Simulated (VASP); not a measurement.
Set up this calculation in VASP 6.6.1, as the native input.

```
Task                   : single point
Functional             : LDA
Potentials or basis    : VASP PAW LDA potentials, release 64 (P)
Cutoff                 : 520 eV
k mesh                 : 8 × 1 × 6
Occupations            : fermi-dirac, width 0.05 eV
Spin                   : no spin polarisation
Dipole correction      : no
Further INCAR settings : ALGO = Normal; EDIFF = 1e-07; NBANDS = 18
```

The structure of P lies in POSCAR:

```
P
1.0
    3.2166940593      0.0000000000      0.0000000000
    0.0000000000     34.1454633489      0.0000000000
    0.0000000000      0.0000000000      4.5375258363
P
4
Direct
    0.5000000000      0.9702614300      0.9078492800
    0.5000000000      0.0297385700      0.0921507200
    0.0000000000      0.0297385700      0.4078492800
    0.0000000000      0.9702614300      0.5921507200
```

The input as run:

INCAR

```
SYSTEM = P
PREC = Accurate
ENCUT = 520
EDIFF = 1E-7
ISMEAR = -1
SIGMA = 0.05
LREAL = .FALSE.
LASPH = .TRUE.
NELM = 60
ALGO = Normal
ISIF = 2
LWAVE = .FALSE.
LCHARG = .FALSE.
GGA = CA
NBANDS = 18
```

KPOINTS

```
Automatic mesh
0
G
  8 1 6
  0 0 0
```

Potentials or basis: VASP PAW LDA potentials, release 64 (P).

Run with:

```bash
$ cat potpaw_LDA.64/P/POTCAR > POTCAR
$ mpirun -np 1 vasp_std > vasp.out
```

It gave:

| Quantity | Value |
| --- | --- |
| Largest force | 0.619 eV/Å |
| Band gap on the k mesh | 0.80 eV, indirect (least direct gap 0.83 eV) |

Wall time 6 min on 1 thread of Intel Xeon 8259CL, with other jobs on the host, peak memory 0.44 GiB.
